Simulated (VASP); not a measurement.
**La2O3: single point with r2SCAN**

La2O3:

```
La O
1.0
     6.35463    0.00000    0.00000
    -3.17731    5.50327    0.00000
     0.00000    0.00000    3.27875
La O
2 3
Cartesian
  3.1773 1.8344 1.6392
  0.0000 3.6688 1.6396
  3.1781 0.0000 0.0000
  -1.5890 2.7523 0.0000
  1.5883 2.7510 0.0000
```

```
Program                : VASP 6.6.1
Task                   : single point
Functional             : r2SCAN
Potentials or basis    : VASP PAW PBE potentials, release 64 (La, O)
Cutoff                 : 520 eV
k mesh                 : 5 × 5 × 8
Occupations            : fermi-dirac, width 0.05 eV
Spin                   : no spin polarisation
Dipole correction      : no
Further INCAR settings : ALGO = Normal; EDIFF = 1e-06; NBANDS = 28
```

```json
{"Pressure": "-0.3 GPa", "Band gap on the k mesh": "1.95 eV (least direct gap 2.43 eV)"}
```

Stress tensor (GPa, compression positive):
```
-0.29  0.00  0.00
 0.00 -0.29  0.00
 0.00  0.00 -0.42
```

Levels at points of the mesh, in eV from the valence-band top:
```csv
k point,band 16,band 17,band 18,band 19,band 20,band 21,band 22,band 23,band 24,band 25
"(0.00, 0.00, 0.00)",-1.93,-1.00,-1.00,-0.72,-0.48,1.95,3.91,4.59,4.59,5.40
"(0.00, 0.00, 0.50)",-1.52,-1.19,-1.19,-0.33,0.00,4.83,4.91,4.91,4.91,4.99
```

It took 5.3 min on 1 thread of Intel(R) Xeon(R) Platinum 8488C (Sapphire Rapids), on a shared host, peak memory 0.3 GiB.

Caveat: the PAW data sets were made with another functional, which shifts forces and pressure a little; spin-orbit coupling is left out, which moves the levels of the heavy elements; an odd mesh through Γ misses points on the zone boundary, where band edges can lie.
